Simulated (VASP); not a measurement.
# SnSe2 (P-3m1) in VASP: further runs

SnSe2 is run at these levels: PBEsol; tasks: single point.

Everything below comes from runs of VASP 6.6.1. Logs are shortened: lines on timing, memory, paths and dates and some standing lists are left out, and cuts for length are marked.

### 1 The cell of the first run

The structure is trigonal, space group P-3m1 (No. 164). The conventional cell has a = 3.817 Å, b = 3.817 Å, c = 5.908 Å, α = 90.00°, β = 90.00°, γ = 120.00°. Sn (site symmetry -3m) has 6 Se at 2.71 Å within 3.6 Å. Se (site symmetry 3m) has 3 Sn at 2.71 Å and 3 Se at 3.52 Å within 3.6 Å.

### 2 Single point, PBEsol (strain along c alone, the other axes held: -4.0 %, then relaxed in part)

Input file INCAR:

```
SYSTEM = SnSe2
PREC = Accurate ; ENCUT = 520
EDIFF = 1E-7 ; ISMEAR = 0
SIGMA = 0.02 ; LREAL = .False.
LASPH = .True. ; NELM = 100
ALGO = Normal ; ISIF = 2
LWAVE = .False. ; LCHARG = .False.
GGA = PS ; NBANDS = 20
```

Input file KPOINTS:

```
regular mesh
0
Gamma
  12 12 6
  0 0 0
```

Input file POSCAR:

```
SnSe2
1.0
    3.8174487349      0.0000000000      0.0000000000
   -1.9087243674      3.3060075820      0.0000000000
    0.0000000000      0.0000000000      5.9084888117
Sn Se
1 2
Direct
    0.0000000000      0.0000000000      0.0000000000
    0.6666666667      0.3333333333      0.7321709265
    0.3333333333      0.6666666667      0.2678290735
```

Potentials or basis: VASP PAW PBE potentials, release 64 (Sn_d, Se).

Started as:

```
$ cat potpaw_PBE.64/Sn_d/POTCAR potpaw_PBE.64/Se/POTCAR > POTCAR
$ mpirun -np 1 vasp_std > vasp.out
```

OUTCAR:

```text
SYSTEM = SnSe2
   PREC = Accurate
   ENCUT = 520
   EDIFF = 1E-7
   ISMEAR = 0
   LREAL = .False.
   LASPH = .True.
   NELM = 100
   ISIF = 2
   GGA = PS

 ion  position               nearest neighbor table
   1  0.000  0.000  0.000-   2 2.71   3 2.71   3 2.71   2 2.71   2 2.71   3 2.71
   2  0.667  0.333  0.732-   1 2.71   1 2.71   1 2.71
   3  0.333  0.667  0.268-   1 2.71   1 2.71   1 2.71

  LATTYP: Found a hexagonal cell.
 ALAT       =     3.8174487349
 C/A-ratio  =     1.5477585220

  Lattice vectors:

 A1 = (   3.8174487349,   0.0000000000,   0.0000000000)
 A2 = (  -1.9087243674,   3.3060075820,   0.0000000000)
 A3 = (   0.0000000000,   0.0000000000,   5.9084888117)

Analysis of symmetry for initial positions (statically):
=====================================================================
 Subroutine PRICEL returns:
 Original cell was already a primitive cell.

 Routine SETGRP: Setting up the symmetry group for a
 hexagonal supercell.

 Subroutine GETGRP returns: Found 12 space group operations
 (whereof 12 operations were pure point group operations)
 out of a pool of 24 trial point group operations.

The static configuration has the point symmetry D_3d.

Analysis of symmetry for dynamics (positions and initial velocities):
=====================================================================
 Subroutine PRICEL returns:
 Original cell was already a primitive cell.

 Routine SETGRP: Setting up the symmetry group for a
 hexagonal supercell.

 Subroutine GETGRP returns: Found 12 space group operations
 (whereof 12 operations were pure point group operations)
 out of a pool of 24 trial point group operations.

The dynamic configuration has the point symmetry D_3d.

 Subroutine INISYM returns: Found 12 space group operations
 (whereof 12 operations are pure point group operations),
 and found     1 'primitive' translations

----------------------------------------------------------------------------------------

                                     Primitive cell

  volume of cell :      74.5682

  direct lattice vectors                    reciprocal lattice vectors
     3.817448735  0.000000000  0.000000000     0.261955057  0.151239823  0.000000000
    -1.908724367  3.306007582  0.000000000     0.000000000  0.302479645  0.000000000
[... 76 lines left out ...]
   NGXF,Y,Z  is equivalent  to a cutoff of  24.39, 24.39, 27.01 a.u.
 SYSTEM =  SnSe2
   PREC   = accura    normal or accurate (medium, high low for compatibility)
   ISTART =      0    job   : 0-new  1-cont  2-samecut
   ICHARG =      2    charge: 1-file 2-atom 10-const
   ISPIN  =      1    spin polarized calculation?
   LNONCOLLINEAR =      F non collinear calculations
   LSORBIT =      F    spin-orbit coupling
   LASPH  =      T    aspherical Exc in radial PAW
   ENCUT  =  520.0 eV  38.22 Ry    6.18 a.u.   7.10  7.10 10.99*2*pi/ulx,y,z
   NELM   =    100;   NELMIN=  2; NELMDL= -5     # of ELM steps
   EDIFF  = 0.1E-06   stopping-criterion for ELM
   LREAL  =      F    real-space projection
   EDIFFG = 0.1E-05   stopping-criterion for IOM
   NSW    =      0    number of steps for IOM
   IBRION =     -1    ionic relax: 0-MD 1-quasi-New 2-CG
   NFREE  =      0    steps in history (QN), initial steepest desc. (CG)
   ISIF   =      2    stress and relaxation
   ISYM   =      2    0-nonsym 1-usesym 2-fastsym
   POTIM  = 0.5000    time-step for ionic-motion
   TEBEG  =    0.0;   TEEND  =   0.0 temperature during run
   PSTRESS=    0.0 pullay stress
   NELECT =      26.0000    total number of electrons
   NUPDOWN=      -1.0000    fix difference up-down
   EMIN   =  10.00;   EMAX   =-10.00  energy-range for DOS
   EFERMI =   0.00;   METHOD = LEGACY
   ISMEAR =     0;   SIGMA  =   0.02  broadening in eV -4-tet -1-fermi 0-gaus
   EFERMI_NEDOS =   21; number of points for ismear=-14 and -15
   IALGO  =     38    algorithm
   IMIX   =      4    mixing-type and parameters
     AMIX     =   0.40;   BMIX     =  1.00
     AMIX_MAG =   1.60;   BMIX_MAG =  1.00
  volume/ion in A,a.u.               =      24.86       167.74
  Fermi-wavevector in a.u.,A,eV,Ry     =   1.152254  2.177444 18.064301  1.327689
  Thomas-Fermi vector in A             =   2.288906
   LORBIT       =      0    0 simple, 1 ext, 2 COOP (PROOUT), +10 PAW based schemes
   GGA     = PS    functional components
   LHFCALC =     F    Hartree Fock is set to
   AEXX    =    0.0000 exact exchange contribution
   IVDW    =     0    specifies the selected vdW correction
   LEPSILON=     F    determine dielectric tensor
   LRPA    =     F    only Hartree local field effects (RPA)
 non-spin polarized calculation
 Gauss-broadening in eV      SIGMA  =   0.02
  energy-cutoff  :      520.00
  volume of cell :       74.57
 maximum number of plane-waves:      2055
   NGX = 15   NGY = 15   NGZ = 21

 number of electron      25.9999999 magnetization

 Free energy of the ion-electron system (eV)
  ---------------------------------------------------
  ext. energy  EPLUGINS =         0.00000000
  ---------------------------------------------------
  free energy    TOTEN  =       -12.97411510 eV

  energy without entropy =      -12.97411510  energy(sigma->0) =      -12.97411510

 E-fermi :   4.8219     XC(G=0):  -9.8874

 val. band max:        4.7165076870   @ k =   0.0833   0.0833   0.0000
 cond. band min:       4.9273942582   @ k =   0.0000   0.4167   0.3333
 fundamental gap:      0.2108865711
 Fermi energy:         4.8219427757

 k-point     1 :       0.0000    0.0000    0.0000
  band No.  band energies     occupation
      1     -16.6940      2.00000
      2     -16.6940      2.00000
      3     -16.6574      2.00000
      4     -16.6440      2.00000
      5     -16.6440      2.00000
      6      -9.5111      2.00000
[... 541 lines left out ...]
     19      12.2447      0.00000
     20      13.2067      0.00000

 [... further k-points ...]
[... 5 lines left out ...]
  --------------------------------------------------------------------------------------
  -------------------------------------------------------------------------------------
  Total        0.3741277      0.3741277      0.5468260      0.0000000      0.0000000      0.0000000
  in kB        8.0385357      8.0385357     11.7491450      0.0000000      0.0000000      0.0000000
  external PRESSURE =       9.2754055 kB  Pullay stress =       0.0000000 kB

 VOLUME and BASIS-vectors are now :
 -----------------------------------------------------------------------------
  energy-cutoff  :      520.00
  volume of cell :       74.57
      direct lattice vectors                 reciprocal lattice vectors
     3.817448735  0.000000000  0.000000000     0.261955057  0.151239823  0.000000000
    -1.908724367  3.306007582  0.000000000     0.000000000  0.302479645  0.000000000
     0.000000000  0.000000000  5.908488812     0.000000000  0.000000000  0.169248014

 POSITION                                       TOTAL-FORCE (eV/Angst)
 -----------------------------------------------------------------------------------
      0.00000      0.00000      0.00000        -0.000000      0.000000      0.000000
      1.90872      1.10200      4.32602         0.000000      0.000000     -0.018047
     -0.00000      2.20401      1.58247         0.000000     -0.000000      0.018047
 -----------------------------------------------------------------------------------
    total drift:                                0.000000      0.000000     -0.000000

  FREE ENERGIE OF THE ION-ELECTRON SYSTEM (eV)
  ---------------------------------------------------
  free  energy   TOTEN  =       -12.9741150971 eV

  energy  without entropy=      -12.9741150971  energy(sigma->0) =      -12.97411510
```

stdout:

```text
POSCAR found type information on POSCAR SnSe
 POSCAR found :  2 types and       3 ions
 scaLAPACK will be used
 -----------------------------------------------------------------------------
|                                                                             |
|                                                                             |
|     You enforced a specific xc type in the INCAR file but a different       |
|     I HOPE YOU KNOW WHAT YOU ARE DOING!                                     |
|                                                                             |
 -----------------------------------------------------------------------------

 LDA part: xc-table for (Slater+PW92), standard interpolation
 POSCAR, INCAR and KPOINTS ok, starting setup
 FFT: planning ... GRIDC
 FFT: planning ... GRID_SOFT
 FFT: planning ... GRID
 WAVECAR not read
 entering main loop
```

Wall time 2.4 min (1 thread of Intel Xeon 8259CL, shared host); peak memory 0.29 GiB.

What came out:

```yaml
Free_energy: -12.9741 eV
Pressure: 0.9 GPa
Largest_force: 0.018 eV/Å
Band_gap_on_the_k_mesh: 0.21 eV, indirect (least direct gap 0.72 eV)
```

Forces in eV/Å, atoms in the order of the input:
```
Sn   0.000  0.000  0.000
Se   0.000  0.000 -0.018
Se   0.000  0.000  0.018
```

Levels at points of the mesh, in eV from the valence-band top:
| k point | band 10 | band 11 | band 12 | band 13 | band 14 | band 15 | band 16 | band 17 |
| --- | --- | --- | --- | --- | --- | --- | --- | --- |
| (0.00, 0.00, 0.00) | -0.84 | -0.70 | -0.70 | -0.13 | 0.59 | 2.72 | 4.38 | 4.38 |
| (0.50, 0.00, 0.00) | -3.50 | -2.89 | -1.92 | -0.46 | 1.04 | 3.31 | 4.72 | 4.73 |
| (0.00, 0.00, 0.50) | -1.03 | -1.03 | -0.39 | -0.39 | 2.38 | 2.58 | 3.93 | 3.93 |
| (0.50, 0.00, 0.50) | -2.55 | -2.17 | -1.28 | -1.17 | 0.54 | 3.70 | 4.36 | 5.55 |

Caveat: the cell differs from its parent crystal (strain along c alone, the other axes held: -4.0 %, then relaxed in part); the PAW data sets were made with another functional, which shifts forces and pressure a little; spin-orbit coupling is left out, which moves the levels of the heavy elements. A k mesh can miss the band edges.

### 3 Single point, PBEsol (strain along c alone, the other axes held: -2.0 %, then relaxed in part)

Input file INCAR:

```
SYSTEM = SnSe2
PREC     = Accurate       ! precision mode
ENCUT    = 520            ! plane-wave cutoff, eV
EDIFF    = 1E-6           ! SCF threshold, eV
ISMEAR   = 0              ! smearing method
SIGMA    = 0.02           ! smearing width, eV
LREAL    = .False.        ! projectors in reciprocal space
LASPH    = .True.         ! aspherical terms in the spheres
NELM     = 100            ! most SCF steps
ALGO     = Normal         ! electronic algorithm
ISIF     = 2              ! what is computed and relaxed
LWAVE    = .False.        ! write WAVECAR
LCHARG   = .True.         ! write CHGCAR
GGA      = PS             ! functional
LELF     = .True.         ! ELF
LVHAR    = .True.       
NBANDS   = 20             ! bands
```

Input file KPOINTS:

```
Automatic mesh
0
Gamma
  12 12 6
  0 0 0
```

Input file POSCAR:

```
SnSe2
1.0
    3.8174487349      0.0000000000      0.0000000000
   -1.9087243674      3.3060075820      0.0000000000
    0.0000000000      0.0000000000      6.0315823286
Sn Se
1 2
Direct
    0.0000000000      0.0000000000      0.0000000000
    0.6666666667      0.3333333333      0.7371994822
    0.3333333333      0.6666666667      0.2628005178
```

Potentials or basis: VASP PAW PBE potentials, release 64 (Sn_d, Se).

Started as:

```
$ cat potpaw_PBE.64/Sn_d/POTCAR potpaw_PBE.64/Se/POTCAR > POTCAR
$ mpirun -np 1 vasp_std > vasp.out
```

Run time: 2.1 min. Hardware: 1 thread of Intel Xeon 8259CL, shared host; peak memory 0.29 GiB.

It converged, with:

```
Free energy            : -12.9816 eV
Pressure               : 0.5 GPa
Largest force          : 0.018 eV/Å
Band gap on the k mesh : 0.35 eV, indirect (least direct gap 0.85 eV)
```

Forces on the atoms (eV/Å):
```
Sn   0.000  0.000  0.000
Se   0.000  0.000 -0.018
Se   0.000  0.000  0.018
```

Stress tensor (GPa, compression positive):
```
0.41 0.00 0.00
0.00 0.41 0.00
0.00 0.00 0.57
```

Levels at points of the mesh, in eV from the valence-band top:
```
           k point  band 10  band 11  band 12  band 13  band 14  band 15  band 16  band 17
(0.00, 0.00, 0.00)    -0.72    -0.52    -0.52    -0.13     0.72     2.83     4.47     4.47
(0.50, 0.00, 0.00)    -3.28    -2.71    -1.68    -0.38     1.07     3.44     4.93     4.93
(0.00, 0.00, 0.50)    -0.87    -0.87    -0.27    -0.27     2.41     2.71     4.11     4.11
(0.50, 0.00, 0.50)    -2.44    -2.12    -1.11    -0.96     0.57     3.82     4.46     5.60
```

Caveat: the cell differs from its parent crystal (strain along c alone, the other axes held: -2.0 %, then relaxed in part); the PAW data sets were made with another functional, which shifts forces and pressure a little; spin-orbit coupling is left out, which moves the levels of the heavy elements; this functional lacks dispersion, which binds the layers, so the pressure and a relaxed spacing across them are unreliable.

(Part 1 of 2 ends here.)
